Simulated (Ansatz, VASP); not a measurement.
**Two plane-wave programs on TaRu**

The input INCAR:

```
SYSTEM = TaRu
  ALGO = Normal
  EDIFF = 1E-8
  ENCUT = 420
  GGA = CA
  GGA_COMPAT = .False.
  ISIF = 2
  ISMEAR = -1
  LASPH = .True.
  LCHARG = .False.
  LEFG = .True.
  LREAL = .False.
  LWAVE = .False.
  NBANDS = 22
  NELM = 120
  PREC = Accurate
  SIGMA = 0.05
```

Contents of KPOINTS:

```
k-points
0
Gamma
  11 11 10
  0 0 0
```

File POSCAR:

```
TaRu
1.0
    3.0325094497      0.0000000000      0.0000000000
    0.0000000000      3.0325094497      0.0000000000
    0.0000000000      0.0000000000      3.3662543482
Ta Ru
1 1
Direct
    0.5000000000      0.5000000000      0.5000000000
    0.0000000000      0.0000000000      0.0000000000
```

Input for Ansatz:

```yaml
crystal:
  lattice:
    - [3.0325094497, 0.0, 0.0]
    - [0.0, 3.0325094497, 0.0]
    - [0.0, 0.0, 3.3662543482]
  atoms:
    - { symbol: Ta, position: [0.5, 0.5, 0.5] }
    - { symbol: Ru, position: [0.0, 0.0, 0.0] }
kpoints:
  mp_grid: { grid: [11, 11, 10] }
scf:
  occupations: { method: fermi_dirac, width: 0.05 }
hamiltonian:
  xc: lda
  pseudopotentials: { kind: paw }
output:
  forces: true
  stress: true
  eigenvalues: true
  efg: { contact_densities: true }
```

Change from the starting cell: volume scaled by 0.98, PAW files.

Alike in both runs: task electric field gradients; functional LDA; k mesh 11 × 11 × 10; occupations fermi-dirac, width 0.05 eV; no spin polarisation.

|  | VASP | Ansatz |
| --- | --- | --- |
| version | VASP 6.6.1 | Ansatz 0.2.0 |
| potentials or method | VASP PAW LDA potentials, release 64 (Ta_sv_GW, Ru_sv) | PAW with Ansatz's default frozen-core files, scalar-relativistic |
| plane-wave cutoff (eV) | 420 | 420 |
| valence electrons in the cell | 29 | 29 |

```csv
,VASP,Ansatz,Ansatz less VASP
size of Vzz on the site where it differs most (V/Å²),29.2,22.3,-6.91
```

LDA's correlation is that of Perdew and Zunger in VASP and of Perdew and Wang (1992) in Ansatz.

Neither program's run includes spin-orbit coupling.
